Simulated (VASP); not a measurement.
# GaP (F-43m) in VASP: a series of runs

GaP is run at these levels: r2SCAN; tasks: elastic constants.

Program: VASP 6.6.1. These are calculated values, not measurements. Logs are shortened: lines on timing, memory, paths and dates and some standing lists are left out, and cuts for length are marked.

## Step 1: The cell of the first run

The structure is cubic, space group F-43m (No. 216). Conventional cell: a = 5.451 Å, b = 5.451 Å, c = 5.451 Å, α = 90.00°, β = 90.00°, γ = 90.00°. Ga (site symmetry -43m) has 4 P at 2.36 Å within 3.1 Å. P (site symmetry -43m) has 4 Ga at 2.36 Å within 3.1 Å.

## Step 2: Elastic constants, r2SCAN

Input file INCAR:

```
ALGO = Normal
EDIFF = 1E-8
ENCUT = 600
IBRION = 6
ISIF = 3
ISMEAR = 0
LASPH = True
LCHARG = True
LMIXTAU = True
LREAL = False
LWAVE = False
METAGGA = R2SCAN
NBANDS = 16
NELM = 100
NFREE = 2
NSW = 1
POTIM = 0.015
PREC = Accurate
SIGMA = 0.01
```

Input file KPOINTS:

```
k-points
0
Gamma
  8 8 8
```

Input file POSCAR:

```
GaP
1.0
    0.0000000000      2.7252500000      2.7252500000
    2.7252500000      0.0000000000      2.7252500000
    2.7252500000      2.7252500000      0.0000000000
Ga P
1 1
Direct
    0.0000000000      0.0000000000      0.0000000000
    0.7500000000      0.7500000000      0.7500000000
```

Potentials or basis: VASP PAW PBE potentials, release 64 (Ga_d, P).

Run with:

```console
> cat potpaw_PBE.64/Ga_d/POTCAR potpaw_PBE.64/P/POTCAR > POTCAR
> mpirun -np 1 vasp_std > vasp.out
```

OUTCAR:

```text
EDIFF = 1E-8
   ENCUT = 600
   IBRION = 6
   ISIF = 3
   ISMEAR = 0
   LASPH = True
   LREAL = False
   METAGGA = R2SCAN
   NELM = 100
   NFREE = 2
   NSW = 1
   POTIM = 0.015
   PREC = Accurate

 ion  position               nearest neighbor table
   1  0.000  0.000  0.000-   2 2.36   2 2.36   2 2.36   2 2.36
   2  0.750  0.750  0.750-   1 2.36   1 2.36   1 2.36   1 2.36

  LATTYP: Found a face centered cubic cell.
 ALAT       =     5.4505000000

  Lattice vectors:

 A1 = (   0.0000000000,   2.7252500000,   2.7252500000)
 A2 = (   2.7252500000,   0.0000000000,   2.7252500000)
 A3 = (   2.7252500000,   2.7252500000,   0.0000000000)

Analysis of symmetry for initial positions (statically):
=====================================================================
 Subroutine PRICEL returns:
 Original cell was already a primitive cell.

 Routine SETGRP: Setting up the symmetry group for a
 face centered cubic supercell.

 Subroutine GETGRP returns: Found 24 space group operations
 (whereof 24 operations were pure point group operations)
 out of a pool of 48 trial point group operations.

The static configuration has the point symmetry T_d .

Analysis of symmetry for dynamics (positions and initial velocities):
=====================================================================
 Subroutine PRICEL returns:
 Original cell was already a primitive cell.

 Routine SETGRP: Setting up the symmetry group for a
 face centered cubic supercell.

 Subroutine GETGRP returns: Found 24 space group operations
 (whereof 24 operations were pure point group operations)
 out of a pool of 48 trial point group operations.

The dynamic configuration has the point symmetry T_d .

 Subroutine INISYM returns: Found 24 space group operations
 (whereof 24 operations are pure point group operations),
 and found     1 'primitive' translations

[... 339 lines left out ...]
 fundamental gap:      1.8536449894
 Fermi energy:         4.6494564362

 k-point     1 :       0.0000    0.0000    0.0000
  band No.  band energies     occupation
      1     -10.5308      2.00000
      2     -10.5289      2.00000
      3     -10.5265      2.00000
      4     -10.4155      2.00000
      5     -10.4154      2.00000
      6      -8.5592      2.00000
[... 433 lines left out ...]
      3     -10.4828      2.00000
      4     -10.4208      2.00000
      5     -10.4077      2.00000
      6      -5.9856      2.00000
[... 8 lines left out ...]
     15      17.1210      0.00000
     16      17.7246      0.00000

 [... further k-points ...]
[... 5 lines left out ...]
  --------------------------------------------------------------------------------------
  -------------------------------------------------------------------------------------
  Total       -0.0080783     -0.0055764     -0.0055764      0.0000000     -0.1106184      0.0000000
  in kB       -0.3197296     -0.2207056     -0.2207056      0.0000000     -4.3781346      0.0000000
  external PRESSURE =      -0.2537136 kB  Pullay stress =       0.0000000 kB
[... 17 lines left out ...]
  FREE ENERGIE OF THE ION-ELECTRON SYSTEM (eV)
  ---------------------------------------------------
  free  energy   TOTEN  =       -21.4630758900 eV

  energy  without entropy=      -21.4630758900  energy(sigma->0) =      -21.46307589

 INTERNAL STRAIN TENSORS FROM STRAINED CELLS
 ============================================

 INTERNAL STRAIN TENSOR FOR ION    1 for displacements in x,y,z  (eV/Angst):
          X           Y           Z          XY          YZ          ZX
  --------------------------------------------------------------------------------
  x     0.00000    -0.00000     0.00000     0.00000    -7.34269    -0.00000
  y    -0.00000    -0.00000     0.00000    -0.00000     0.00000    -7.34263
  z     0.00000    -0.00000    -0.00000    -7.34139     0.00000    -0.00000

 INTERNAL STRAIN TENSORS FROM DISPLACED ATOMS
 ============================================

 INTERNAL STRAIN TENSOR FOR ION    1 for displacements in x,y,z  (eV/Angst):
          X           Y           Z          XY          YZ          ZX
  --------------------------------------------------------------------------------
  x    -0.00000     0.00000     0.00000     0.00000    -7.31883     0.00000
  y     0.00000    -0.00000     0.00000     0.00000     0.00000    -7.31883
  z     0.00000     0.00000    -0.00000    -7.31883     0.00000     0.00000

 INTERNAL STRAIN TENSOR FOR ION    2 for displacements in x,y,z  (eV/Angst):
          X           Y           Z          XY          YZ          ZX
  --------------------------------------------------------------------------------
  x    -0.00000    -0.00000    -0.00000     0.00000     7.35439     0.00000
  y    -0.00000    -0.00000    -0.00000     0.00000     0.00000     7.35439
  z    -0.00000    -0.00000    -0.00000     7.35439     0.00000     0.00000

 Eigenvectors and eigenvalues of the dynamical matrix
 ----------------------------------------------------

   1 f  =   10.858391 THz    68.225282 2PiTHz  362.196934 cm-1    44.906676 meV
             X         Y         Z           dx          dy          dz
      0.000000  0.000000  0.000000     0.000000    0.562181    0.000000
      4.087875  4.087875  4.087875     0.000000   -0.827014    0.000000
[... 21 lines left out ...]
   6 f/i=    0.099051 THz     0.622356 2PiTHz    3.303989 cm-1     0.409642 meV
             X         Y         Z           dx          dy          dz
      0.000000  0.000000  0.000000     0.000000    0.000000    0.827014
      4.087875  4.087875  4.087875     0.000000    0.000000    0.562181

--------------------------------------------------------------------------------------------------------

 ELASTIC MODULI CONTR FROM IONIC RELAXATION (kBar)
 Direction    XX          YY          ZZ          XY          YZ          ZX
 --------------------------------------------------------------------------------
 XX          -0.0000     -0.0000     -0.0000      0.0000      0.0000      0.0000
 YY          -0.0000     -0.0000     -0.0000      0.0000      0.0000      0.0000
 ZZ          -0.0000     -0.0000     -0.0000      0.0000      0.0000      0.0000
 XY           0.0000      0.0000      0.0000   -204.3182      0.0000      0.0000
 YZ           0.0000      0.0000      0.0000      0.0000   -204.3182      0.0000
 ZX           0.0000      0.0000      0.0000      0.0000      0.0000   -204.3182
 --------------------------------------------------------------------------------

 TOTAL ELASTIC MODULI (kBar)
 Direction    XX          YY          ZZ          XY          YZ          ZX
 --------------------------------------------------------------------------------
 XX        1437.2140    614.7598    614.7598      0.0000      0.0000      0.0000
 YY         614.7598   1437.2140    614.7598      0.0000     -0.0000     -0.0000
 ZZ         614.7598    614.7598   1437.2140      0.0000     -0.0000      0.0000
 XY           0.0000      0.0000      0.0000    748.3020      0.0000      0.0000
 YZ           0.0000     -0.0000     -0.0000      0.0000    748.3020      0.0000
 ZX           0.0000     -0.0000      0.0000      0.0000      0.0000    748.3020
 --------------------------------------------------------------------------------
```

Wall time 57 min (1 thread of AMD EPYC 9R45 (Zen 5), shared host); peak memory 0.33 GiB.

Results:

| Quantity | Value |
| --- | --- |
| Elastic constants C11, C12, C44 | 144, 61, 75 GPa |
| Voigt bulk modulus | 89 GPa |
| Highest phonon frequency at Γ, LO-TO splitting left out | 362 cm⁻¹ |

Phonon frequencies in cm⁻¹ (negative: imaginary):
| q point | frequencies |
| --- | --- |
| (0.000, 0.000, 0.000) | -3 -3 -3 362 362 362 |

Elastic tensor in Voigt notation (GPa, in the Cartesian axes of the cell as first typed):
```
144  61  61   0   0   0
 61 144  61   0   0   0
 61  61 144   0   0   0
  0   0   0  75   0   0
  0   0   0   0  75   0
  0   0   0   0   0  75
```

Clamped-ion elastic tensor (GPa):
```
144  61  61   0   0   0
 61 144  61   0   0   0
 61  61 144   0   0   0
  0   0   0  95   0   0
  0   0   0   0  95   0
  0   0   0   0   0  95
```

Caveat: the PAW data sets were made with another functional, which shifts forces and pressure a little.

## Step 3: Elastic constants, r2SCAN

This run uses another cell than the first one, of 20.03 Å³/atom.

Input file INCAR:

```
PREC = Accurate
ENCUT = 600
EDIFF = 1E-8
ISMEAR = 0
SIGMA = 0.01
LREAL = F
LASPH = T
NELM = 80
ALGO = Normal
ISIF = 3
LWAVE = F
LCHARG = T
METAGGA = R2SCAN
LMIXTAU = T
NBANDS = 16
IBRION = 6
NFREE = 2
POTIM = 0.015
NSW = 1
```

Input file KPOINTS:

```
Automatic mesh
0
Gamma
  8 8 8
```

Input file POSCAR:

```
GaP
1.0
    0.0000000000      2.7155962572      2.7155962572
    2.7155962572      0.0000000000      2.7155962572
    2.7155962572      2.7155962572      0.0000000000
Ga P
1 1
Direct
    0.0000000000      0.0000000000      0.0000000000
    0.7500000000      0.7500000000      0.7500000000
```

Potentials or basis: VASP PAW PBE potentials, release 64 (Ga_d, P).

Run with:

```console
> cat potpaw_PBE.64/Ga_d/POTCAR potpaw_PBE.64/P/POTCAR > POTCAR
> mpirun -np 1 vasp_std > vasp.out
```

Run time: 1.6 h. Hardware: 1 thread of Oxide Virtual Turin-like, shared host; peak memory 0.31 GiB.

Results (log left out):

- Elastic constants C11, C12, C44: 147, 64, 76 GPa
- Voigt bulk modulus: 92 GPa
- Highest phonon frequency at Γ, LO-TO splitting left out: 367 cm⁻¹

Phonon frequencies in cm⁻¹ (negative: imaginary):
| q point | frequencies |
| --- | --- |
| (0.000, 0.000, 0.000) | -3 -3 -3 367 367 367 |

Elastic tensor in Voigt notation (GPa, in the Cartesian axes of the cell as first typed):
```
147  64  64   0   0   0
 64 147  64   0   0   0
 64  64 147   0   0   0
  0   0   0  76   0   0
  0   0   0   0  76   0
  0   0   0   0   0  76
```

Clamped-ion elastic tensor (GPa):
```
147  64  64   0   0   0
 64 147  64   0   0   0
 64  64 147   0   0   0
  0   0   0  99   0   0
  0   0   0   0  99   0
  0   0   0   0   0  99
```

Caveat: the PAW data sets were made with another functional, which shifts forces and pressure a little.
